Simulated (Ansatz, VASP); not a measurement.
## TiSe in VASP and in Ansatz

The input INCAR:

```
  ALGO = Normal
  EDIFF = 1E-6
  ENCUT = 500
  GGA = PE
  GGA_COMPAT = F
  ISIF = 2
  ISMEAR = 0
  ISPIN = 2
  LASPH = T
  LCHARG = F
  LDAU = T
  LDAUJ = 0 0
  LDAUL = 2 -1
  LDAUPRINT = 1
  LDAUTYPE = 2
  LDAUU = 7 0
  LMAXMIX = 4
  LORBIT = 11
  LREAL = F
  LWAVE = F
  MAGMOM = 1.94 -0.04
  NBANDS = 20
  NELM = 200
  PREC = Accurate
  SIGMA = 0.05
```

Contents of KPOINTS:

```
k-points
0
Gamma
  6 6 6
```

File POSCAR:

```
TiSe
1.0
    3.4034008100      0.0000000000      0.0000000000
    0.0000000000      3.4034008100      0.0000000000
    0.0000000000      0.0000000000      3.4034008100
Ti Se
1 1
Direct
    0.0000000000      0.0000000000      0.0000000000
    0.5000000000      0.5000000000      0.5000000000
```

Input for Ansatz:

```yaml
crystal:
  lattice:
    - [3.40340081, 0.0, 0.0]
    - [0.0, 3.40340081, 0.0]
    - [0.0, 0.0, 3.40340081]
  atoms:
    - { symbol: Ti, position: [0.0, 0.0, 0.0], spin: 2.0 }
    - { symbol: Se, position: [0.5, 0.5, 0.5] }
basis:
  ecutwfc: 420
  ecutrho_ratio: 4
kpoints:
  mp_grid: { grid: [6, 6, 6] }
hamiltonian:
  xc: pbe
  hubbard:
    sites:
      - { site: 0, l: d, u_eff: 7.0, starting_ns: [{ spin: up, occupation_matrix: s0up }, { spin: down, occupation_matrix: s0down }] }
    occupation_matrices:
      s0up:
        matrix:
          - [0.97, 0.0, 0.0, 0.0, 0.0]
          - [0.0, 0.97, 0.0, 0.0, 0.0]
          - [0.0, 0.0, 0.02, 0.0, 0.0]
          - [0.0, 0.0, 0.0, 0.02, 0.0]
          - [0.0, 0.0, 0.0, 0.0, 0.02]
      s0down:
        matrix:
          - [0.02, 0.0, 0.0, 0.0, 0.0]
          - [0.0, 0.02, 0.0, 0.0, 0.0]
          - [0.0, 0.0, 0.02, 0.0, 0.0]
          - [0.0, 0.0, 0.0, 0.02, 0.0]
          - [0.0, 0.0, 0.0, 0.0, 0.02]
    ns_hold: { iters: 12 }
scf:
  occupations: { method: gaussian, width: 0.05 }
  lower_state_search: "off"
  max_iter: 150
output:
  forces: true
  stress: true
  eigenvalues: true
  populations: true
  hubbard: { sites: [{ site: 0, l: d }] }
  write_density: true
  write_potential: true
  elf: true
  volumetric_format: npy
magnetization:
  spin_polarized: true
```

Alike in both runs: task single point; functional PBE; k mesh 6 × 6 × 6; occupations gaussian, width 0.05 eV; collinear spin; Hubbard terms Ti d U = 7.0 eV.

```csv
,VASP,Ansatz
version,VASP 6.6.1,Ansatz 0.2.0
potentials or method,"VASP PAW PBE potentials, release 64 (Ti_sv, Se), cutoff 500 eV","scalar-relativistic, plane waves, PAW"
valence electrons in the cell,18,28
```

|  | VASP | Ansatz | Ansatz less VASP |
| --- | --- | --- | --- |
| pressure (GPa) | 6.5 | 13.4 | +6.92 |
| traceless stress, the component that is largest in VASP (GPa) | 0.00 | -0.40 | -0.396 |
| net moment per atom (μB) | 1.00 | 0.99 | -0.011 |
| size of the moment on the site where the two differ most (μB) | 1.72 | 1.76 | +0.038 |

Site moments also hang on the region over which each program counts them. The programs project onto different local orbitals, so the same U acts differently, and such runs can settle in different states. VASP's potentials hold 18 valence electrons a cell and Ansatz's 28, so a difference there can come from the potentials and not from the codes. Ansatz's warnings: filled band counts differ across k points, specified occupation not kept, symmetry narrowed by occupation matrices.
